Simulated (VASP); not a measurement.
A run of VASP 6.6.1 is set up as follows.

Contents of INCAR:

```
SYSTEM = TaN
  ALGO = Normal
  EDIFF = 1E-6
  ENCUT = 520
  GGA = PS
  ISIF = 2
  ISMEAR = 0
  LASPH = .TRUE.
  LCHARG = .FALSE.
  LREAL = .FALSE.
  LWAVE = .FALSE.
  NBANDS = 15
  NELM = 60
  PREC = Accurate
  SIGMA = 0.15
```

The input KPOINTS:

```
k-points
0
G
  21 21 18
  0 0 0
```

Contents of POSCAR:

```
TaN
1.0
    2.8821408544      0.0000000000      0.0000000000
   -1.4410704272      2.4960071972      0.0000000000
    0.0000000000      0.0000000000      2.7184352539
Ta N
1 1
Direct
    0.3333333333      0.6666666667      0.5000000000
    0.0000000000      0.0000000000      0.0000000000
```

Potentials or basis: VASP PAW PBE potentials, release 64 (Ta_pv, N).

Command:

```bash
$ cat potpaw_PBE.64/Ta_pv/POTCAR potpaw_PBE.64/N/POTCAR > POTCAR
$ mpirun -np 1 vasp_std > vasp.out
```

(1) Estimate the pressure.

(2) What does it give for the band gap on the k mesh?

Results:

(1) 39.5 GPa.

(2) zero (bands 8 and 9 overlap by 0.58 eV).

Caveat: the cell stands under pressure; the PAW data sets were made with another functional, which shifts forces and pressure a little; spin-orbit coupling is left out, which moves the levels of the heavy elements.
